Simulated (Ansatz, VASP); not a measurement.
## Two plane-wave programs on SnO2

The input POSCAR:

```
SnO2
1.0
    4.7598181121      0.0000000000      0.0000000000
    0.0000000000      4.7600576133      0.0000000000
    0.0000000000      0.0000000000      3.1527000968
Sn O
2 4
Direct
    0.5000000000      0.5000000000      0.5000000000
    0.0000000000      0.0000000000      0.0000000000
    0.3058623571      0.3059582263      0.0000000000
    0.8058623571      0.1940417737      0.5000000000
    0.1941376429      0.8059582263      0.5000000000
    0.6941376429      0.6940417737      0.0000000000
```

INCAR.step1

```
PREC = Accurate
ENCUT = 520
ISMEAR = 0
SIGMA = 0.05
LREAL = False
LASPH = True
NELM = 80
NBANDS = 35
GGA = PE
ALGO = Normal
EDIFF = 1E-4
LWAVE = True
LCHARG = False
```

Contents of INCAR.step2:

```
PREC = Accurate
ENCUT = 520
EDIFF = 1E-7
ISMEAR = 0
SIGMA = 0.05
LREAL = False
LASPH = True
NELM = 80
ALGO = Normal
ISIF = 2
LWAVE = False
LCHARG = False
METAGGA = R2SCAN
LMIXTAU = True
NBANDS = 35
ISTART = 1
```

KPOINTS

```
Automatic mesh
0
Gamma
  6 6 8
```

Input for Ansatz:

```yaml
crystal:
  lattice:
    - [4.7598181121, 0.0, 0.0]
    - [0.0, 4.7600576133, 0.0]
    - [0.0, 0.0, 3.1527000968]
  atoms:
    - { symbol: Sn, position: [0.5, 0.5, 0.5] }
    - { symbol: Sn, position: [0.0, 0.0, 0.0] }
    - { symbol: O, position: [0.3058623571, 0.3059582263, 0.0] }
    - { symbol: O, position: [0.8058623571, 0.1940417737, 0.5] }
    - { symbol: O, position: [0.1941376429, 0.8059582263, 0.5] }
    - { symbol: O, position: [0.6941376429, 0.6940417737, 0.0] }
basis:
  ecutwfc: 500
kpoints:
  mp_grid: { grid: [6, 6, 8] }
hamiltonian:
  xc: r2scan
scf:
  occupations: { method: gaussian, width: 0.05 }
output:
  forces: true
  stress: true
  eigenvalues: true
```

Change from the starting cell: strain +0.000 along x and y, -0.015 along z, atoms carried along.

Alike in both runs: task single point; functional r2SCAN; k mesh 6 × 6 × 8; occupations gaussian, width 0.05 eV; no spin polarisation.

|  | VASP | Ansatz |
| --- | --- | --- |
| version | VASP 6.6.1 | Ansatz 0.2.0 |
| potentials or method | VASP PAW PBE potentials, release 64 (Sn_d, O), cutoff 520 eV | scalar-relativistic, plane waves, PAW |
| valence electrons in the cell | 52 | 52 |

```tsv
	VASP	Ansatz	Ansatz less VASP
gap on the k mesh at the Fermi level (eV)	2.03	2.00	-0.028
least direct gap on the mesh (eV)	2.03	2.00	-0.028
pressure (GPa)	5.3	4.1	-1.19
traceless stress, the component that is largest in VASP (GPa)	3.61	3.18	-0.434
rms of the force components (eV/Å)	0.072	0.053	-0.0183
```

VASP's potentials were made for PBE, not for r2SCAN. Atom by atom the forces differ by 0.018 eV/Å (rms over components). The functional is the same, so the differences come from potentials, cutoffs and numerics.
